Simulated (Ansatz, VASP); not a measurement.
**Te2Mo: VASP beside Ansatz**

Contents of INCAR:

```
PREC = Accurate
ENCUT = 520
EDIFF = 1E-6
ISMEAR = 0
SIGMA = 0.01
LREAL = False
LASPH = True
NELM = 60
ALGO = Normal
ISIF = 2
LWAVE = False
LCHARG = True
GGA = PE
LELF = True
LVHAR = True
NBANDS = 35
```

File KPOINTS:

```
Automatic mesh
0
Gamma
  12 12 3
```

The input POSCAR:

```
Te2Mo
1.0
    3.5182000000      0.0000000000      0.0000000000
   -1.7591000000      3.0468505756      0.0000000000
    0.0000000000      0.0000000000     13.9736000000
Te Mo
4 2
Direct
    0.3333333333      0.6666666667      0.6210000000
    0.6666666667      0.3333333333      0.1210000000
    0.3333333333      0.6666666667      0.8790000000
    0.6666666667      0.3333333333      0.3790000000
    0.3333333333      0.6666666667      0.2500000000
    0.6666666667      0.3333333333      0.7500000000
```

Input for Ansatz:

```yaml
crystal:
  lattice:
    - [3.5182, 0.0, 0.0]
    - [-1.7591, 3.0468505756, 0.0]
    - [0.0, 0.0, 13.9736]
  atoms:
    - { symbol: Te, position: [0.3333333333, 0.6666666667, 0.621] }
    - { symbol: Te, position: [0.6666666667, 0.3333333333, 0.121] }
    - { symbol: Te, position: [0.3333333333, 0.6666666667, 0.879] }
    - { symbol: Te, position: [0.6666666667, 0.3333333333, 0.379] }
    - { symbol: Mo, position: [0.3333333333, 0.6666666667, 0.25] }
    - { symbol: Mo, position: [0.6666666667, 0.3333333333, 0.75] }
scf:
  occupations: { method: fixed }
output:
  forces: false
  stress: false
  eigenvalues: true
  eigenstates:
    kpoints:
      - [0, 0, 0]
      - [0.3333333333333, 0.3333333333333, 0]
      - [0.5, 0, 0]
      - [0.1667, 0.1667, 0]
      - [0.18, 0.18, 0]
      - [0.2, 0.2, 0]
      - [0.15, 0.15, 0]
    e_range: [-3, 4]
  write_density: true
  write_potential: true
  elf: true
  volumetric_format: npy
kpoints:
  mp_grid: { grid: [12, 12, 3] }
hamiltonian:
  xc: pbe
```

Alike in both runs: task single point; functional PBE; k mesh 12 × 12 × 3; no spin polarisation.

```csv
,VASP,Ansatz
version,VASP 6.6.1,Ansatz 0.2.0
potentials or method,"VASP PAW PBE potentials, release 64 (Te, Mo_sv)","scalar-relativistic, plane waves, PAW"
plane-wave cutoff (eV),520,420
occupations,"gaussian, width 0.01 eV",fixed
valence electrons in the cell,52,92
```

|  | VASP | Ansatz | Ansatz less VASP |
| --- | --- | --- | --- |
| gap on the k mesh at the Fermi level (eV) | 0.75 | 0.76 | +0.005 |
| least direct gap on the mesh (eV) | 1.04 | 1.04 | +0.001 |

VASP's potentials hold 52 valence electrons a cell and Ansatz's 92, so a difference there can come from the potentials and not from the codes.

Neither program's run includes spin-orbit coupling.
